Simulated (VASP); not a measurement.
# NaH (Fm-3m) in VASP: settings compared

Aim: see how the results for NaH move with the level of theory and the settings. Levels: PBE, LDA, PBEsol. Tasks: single point.

Program: VASP 6.6.1. These are calculated values, not measurements. Logs are shortened: lines on timing, memory, paths and dates and some standing lists are left out, and cuts for length are marked.

### 1 The cell of the first run

The structure is cubic, space group Fm-3m (No. 225). The conventional cell has a = 4.795 Å, b = 4.795 Å, c = 4.795 Å, α = 90.00°, β = 90.00°, γ = 90.00°. Within 3.2 Å of Na (site symmetry m-3m) lie 6 H at 2.40 Å. H (site symmetry m-3m) has 6 Na at 2.40 Å within 3.2 Å.

### 2 Single point, PBE

Contents of INCAR:

```
SYSTEM = NaH
ALGO = Normal ; EDIFF = 1E-6
ENCUT = 520 ; GGA = PE
ISIF = 2 ; ISMEAR = 0
LASPH = .True. ; LCHARG = .True.
LELF = .True. ; LREAL = .False.
LVHAR = .True. ; LWAVE = .False.
NBANDS = 11 ; NELM = 60
PREC = Accurate ; SIGMA = 0.01
```

Contents of KPOINTS:

```
k-points
0
Gamma
  6 6 6
  0 0 0
```

Contents of POSCAR:

```
NaH
1.0
    0.0000000000      2.3975126521      2.3975126521
    2.3975126521      0.0000000000      2.3975126521
    2.3975126521      2.3975126521      0.0000000000
Na H
1 1
Direct
    0.0000000000      0.0000000000      0.0000000000
    0.5000000000      0.5000000000      0.5000000000
```

Potentials or basis: VASP PAW PBE potentials, release 64 (Na_pv, H).

On the command line:

```
> cat potpaw_PBE.64/Na_pv/POTCAR potpaw_PBE.64/H/POTCAR > POTCAR
> mpirun -np 1 vasp_std > vasp.out
```

OUTCAR:

```text
SYSTEM = NaH
   EDIFF = 1E-6
   ENCUT = 520
   GGA = PE
   ISIF = 2
   ISMEAR = 0
   LASPH = .True.
   LREAL = .False.
   NELM = 60
   PREC = Accurate

 ion  position               nearest neighbor table
   1  0.000  0.000  0.000-
   2  0.500  0.500  0.500-

  LATTYP: Found a face centered cubic cell.
 ALAT       =     4.7950253042

  Lattice vectors:

 A1 = (   0.0000000000,   2.3975126521,   2.3975126521)
 A2 = (   2.3975126521,   0.0000000000,   2.3975126521)
 A3 = (   2.3975126521,   2.3975126521,   0.0000000000)

Analysis of symmetry for initial positions (statically):
=====================================================================
 Subroutine PRICEL returns:
 Original cell was already a primitive cell.

 Routine SETGRP: Setting up the symmetry group for a
 face centered cubic supercell.

 Subroutine GETGRP returns: Found 48 space group operations
 (whereof 48 operations were pure point group operations)
 out of a pool of 48 trial point group operations.

The static configuration has the point symmetry O_h .

Analysis of symmetry for dynamics (positions and initial velocities):
=====================================================================
 Subroutine PRICEL returns:
 Original cell was already a primitive cell.

 Routine SETGRP: Setting up the symmetry group for a
 face centered cubic supercell.

 Subroutine GETGRP returns: Found 48 space group operations
 (whereof 48 operations were pure point group operations)
 out of a pool of 48 trial point group operations.

The dynamic configuration has the point symmetry O_h .

 Subroutine INISYM returns: Found 48 space group operations
 (whereof 48 operations are pure point group operations),
 and found     1 'primitive' translations

----------------------------------------------------------------------------------------

                                     Primitive cell

  volume of cell :      27.5621

  direct lattice vectors                    reciprocal lattice vectors
     0.000000000  2.397512652  2.397512652    -0.208549473  0.208549473  0.208549473
     2.397512652  0.000000000  2.397512652     0.208549473 -0.208549473  0.208549473
     2.397512652  2.397512652  0.000000000     0.208549473  0.208549473 -0.208549473

  length of vectors
     3.390594909  3.390594909  3.390594909     0.361218283  0.361218283  0.361218283

  position of ions in fractional coordinates (direct lattice)
     0.000000000  0.000000000  0.000000000
     0.500000000  0.500000000  0.500000000

  ion indices of the primitive-cell ions
   primitive index   ion index
[... 74 lines left out ...]
   TEBEG  =    0.0;   TEEND  =   0.0 temperature during run
   PSTRESS=    0.0 pullay stress
   NELECT =       8.0000    total number of electrons
   NUPDOWN=      -1.0000    fix difference up-down
   EMIN   =  10.00;   EMAX   =-10.00  energy-range for DOS
   EFERMI =   0.00;   METHOD = LEGACY
   ISMEAR =     0;   SIGMA  =   0.01  broadening in eV -4-tet -1-fermi 0-gaus
   EFERMI_NEDOS =   21; number of points for ismear=-14 and -15
   IALGO  =     38    algorithm
   IMIX   =      4    mixing-type and parameters
     AMIX     =   0.40;   BMIX     =  1.00
     AMIX_MAG =   1.60;   BMIX_MAG =  1.00
  volume/ion in A,a.u.               =      13.78        93.00
  Fermi-wavevector in a.u.,A,eV,Ry     =   1.083928  2.048328 15.985495  1.174901
  Thomas-Fermi vector in A             =   2.220006
   LORBIT       =      0    0 simple, 1 ext, 2 COOP (PROOUT), +10 PAW based schemes
   GGA     = PE    functional components
   LHFCALC =     F    Hartree Fock is set to
   AEXX    =    0.0000 exact exchange contribution
   IVDW    =     0    specifies the selected vdW correction
   LEPSILON=     F    determine dielectric tensor
   LRPA    =     F    only Hartree local field effects (RPA)
 non-spin polarized calculation
 Gauss-broadening in eV      SIGMA  =   0.01
  energy-cutoff  :      520.00
  volume of cell :       27.56
 maximum number of plane-waves:       754
 NGX is ok and might be reduce to    28
   NGX = 13   NGY = 13   NGZ = 13

 number of electron       7.9999992 magnetization

 Free energy of the ion-electron system (eV)
  ---------------------------------------------------
  ext. energy  EPLUGINS =         0.00000000
  ---------------------------------------------------
  free energy    TOTEN  =        -5.08640474 eV

  energy without entropy =       -5.08640474  energy(sigma->0) =       -5.08640474

 E-fermi :  -1.0215     XC(G=0):  -7.8486

 val. band max:       -1.0857956375   @ k =  -0.3333   0.5000   0.1667
 cond. band min:       2.7609750646   @ k =   0.5000   0.0000   0.0000
 fundamental gap:      3.8467707021
 Fermi energy:        -1.0215374369

 k-point     1 :       0.0000    0.0000    0.0000
  band No.  band energies     occupation
      1     -23.1001      2.00000
      2     -23.1001      2.00000
      3     -23.1001      2.00000
      4      -4.7222      2.00000
      5       9.5871      0.00000
      6      14.7385      0.00000
      7      14.7385      0.00000
      8      14.7385      0.00000
      9      15.6542      0.00000
     10      15.6542      0.00000
     11      15.6542      0.00000
[... 197 lines left out ...]
 k-point    16 :      -0.3333    0.5000    0.1667
  band No.  band energies     occupation
      1     -23.1763      2.00000
      2     -23.1483      2.00000
      3     -23.1361      2.00000
      4      -1.0858      2.00000
      5       4.2679      0.00000
      6       6.1631      0.00000
      7       7.8182      0.00000
      8      14.1110      0.00000
      9      14.2860      0.00000
     10      20.0289      0.00000
     11      20.1785      0.00000

------------------------ aborting loop because EDIFF is reached ----------------------------------------

  FORCE on cell =-STRESS in cart. coord.  units (eV):
  Direction    XX          YY          ZZ          XY          YZ          ZX
  --------------------------------------------------------------------------------------
  -------------------------------------------------------------------------------------
  Total        0.0915401      0.0915401      0.0915401     -0.0000000      0.0000000      0.0000000
  in kB        5.3211983      5.3211983      5.3211983     -0.0000000      0.0000000      0.0000000
  external PRESSURE =       5.3211983 kB  Pullay stress =       0.0000000 kB

 VOLUME and BASIS-vectors are now :
 -----------------------------------------------------------------------------
  energy-cutoff  :      520.00
  volume of cell :       27.56
      direct lattice vectors                 reciprocal lattice vectors
     0.000000000  2.397512652  2.397512652    -0.208549473  0.208549473  0.208549473
     2.397512652  0.000000000  2.397512652     0.208549473 -0.208549473  0.208549473
     2.397512652  2.397512652  0.000000000     0.208549473  0.208549473 -0.208549473

 POSITION                                       TOTAL-FORCE (eV/Angst)
 -----------------------------------------------------------------------------------
      0.00000      0.00000      0.00000         0.000000      0.000000      0.000000
      2.39751      2.39751      2.39751         0.000000     -0.000000     -0.000000
 -----------------------------------------------------------------------------------
    total drift:                               -0.000000     -0.000000      0.000000

  FREE ENERGIE OF THE ION-ELECTRON SYSTEM (eV)
  ---------------------------------------------------
  free  energy   TOTEN  =        -5.0864047387 eV

  energy  without entropy=       -5.0864047387  energy(sigma->0) =       -5.08640474
```

stdout:

```text
POSCAR found type information on POSCAR NaH
 POSCAR found :  2 types and       2 ions
 scaLAPACK will be used
 LDA part: xc-table for (Slater+PW92), standard interpolation
 POSCAR, INCAR and KPOINTS ok, starting setup
 FFT: planning ... GRIDC
 FFT: planning ... GRID_SOFT
 FFT: planning ... GRID
 WAVECAR not read
 entering main loop
```

Run time: 3.5 s. Hardware: 1 thread of Intel Xeon 6975P-C (Granite Rapids), shared host; peak memory 0.14 GiB.

Results:

```yaml
Free_energy: -5.0864 eV
Pressure: 0.5 GPa
Band_gap_on_the_k_mesh: 3.85 eV, indirect (least direct gap 4.67 eV)
```

A k mesh can miss the band edges. As with any semilocal functional, this PBE gap is likely too small.

(Continued in part 2 of 2.)
